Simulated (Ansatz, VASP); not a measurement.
**One calculation of Te, two programs**

```
Te
1.0
     4.45800    0.00000    0.00000
    -2.22900    3.86074    0.00000
     0.00000    0.00000    5.74725
Te
3
Direct
  0.74500 0.00000 0.33333
  0.00000 0.74500 0.66667
  0.25500 0.25500 0.00000
```

Change from the starting cell: zz strain of -3 %, crystal datasets.

Alike in both runs: task electric field gradients; functional PBE; k mesh 9 × 9 × 6; occupations fermi-dirac, width 0.08 eV; no spin polarisation.

|  | VASP | Ansatz |
| --- | --- | --- |
| version | VASP 6.6.1 | Ansatz 0.2.0 |
| potentials or method | VASP PAW PBE potentials, release 64 (Te), cutoff 520 eV | all-electron PAW with datasets made for the crystal, scalar-relativistic |

```tsv
	VASP	Ansatz	Ansatz less VASP
pressure (GPa)	5.7	5.6	-0.06
traceless stress, the component that is largest in VASP (GPa)	1.95	1.90	-0.052
rms of the force components (eV/Å)	0.548	0.530	-0.0178
size of Vzz on the site where it differs most (V/Å²)	559.0	585.2	+26.20
```

Atom by atom the forces differ by 0.018 eV/Å (rms over components). Ansatz ran all-electron here, and VASP with PAW potentials.

Spin-orbit coupling is off throughout.
